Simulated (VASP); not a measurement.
Wanted: the native input for a VASP 6.6.1 run.

- Task: single point
- Functional: PBEsol
- Potentials or basis: VASP PAW PBE potentials, release 64 (Fe, Co)
- Cutoff: 600 eV
- k mesh: 14 × 14 × 18
- Occupations: gaussian, width 0.1 eV
- Spin: collinear spin, ferromagnetic start
- Starting moments: [2.6, 2.87, 2.87, 1.99] μB
- Dipole correction: no
- Further INCAR settings: ALGO = Normal; EDIFF = 1e-06; NBANDS = 28

The structure of Fe3Co lies in POSCAR:

```
Fe3Co
1.0
    4.0235794450      0.0000000000      0.0000000000
    0.0000000000      4.0235794450      0.0000000000
    0.0000000000      0.0000000000      2.8277051700
Fe Co
3 1
Direct
    0.5000000000      0.5000000000      0.0000000000
    0.5000000000      0.0000000000      0.5000000000
    0.0000000000      0.5000000000      0.5000000000
    0.0000000000      0.0000000000      0.0000000000
```

These files were run (other wordings do the same):

INCAR

```
PREC = Accurate
ENCUT = 600
EDIFF = 1E-6
ISMEAR = 0
SIGMA = 0.1
LREAL = False
LASPH = True
NELM = 200
ALGO = Normal
ISIF = 2
LWAVE = False
LCHARG = True
ISPIN = 2
MAGMOM = 2.6 2.87 2.87 1.99
LORBIT = 11
LMAXMIX = 4
GGA = PS
LVHAR = True
NBANDS = 28
GGA_COMPAT = False
KPAR = 4
```

KPOINTS

```
Automatic mesh
0
Gamma
  14 14 18
```

Potentials or basis: VASP PAW PBE potentials, release 64 (Fe, Co).

Command:

```sh
$ cat potpaw_PBE.64/Fe/POTCAR potpaw_PBE.64/Co/POTCAR > POTCAR
$ mpirun -np 4 vasp_std > vasp.out
```

Results of the run:

- Pressure: -8.0 GPa
- Net moment: 9.25 μB per cell
- Site moments: Fe +2.35, +2.58 (each value once); Co +1.73 μB
- Valence electrons inside the program's atomic spheres: Fe 7.27, 7.21 (each value once); Co 8.24

Caveat: the cell stands under tension; the PAW data sets were made with another functional, which shifts forces and pressure a little.

Wall time 7 min on 4 MPI ranks on AMD EPYC 7R43 64-Core Processor (Zen 3), on a shared host, peak memory 0.79 GiB a rank.
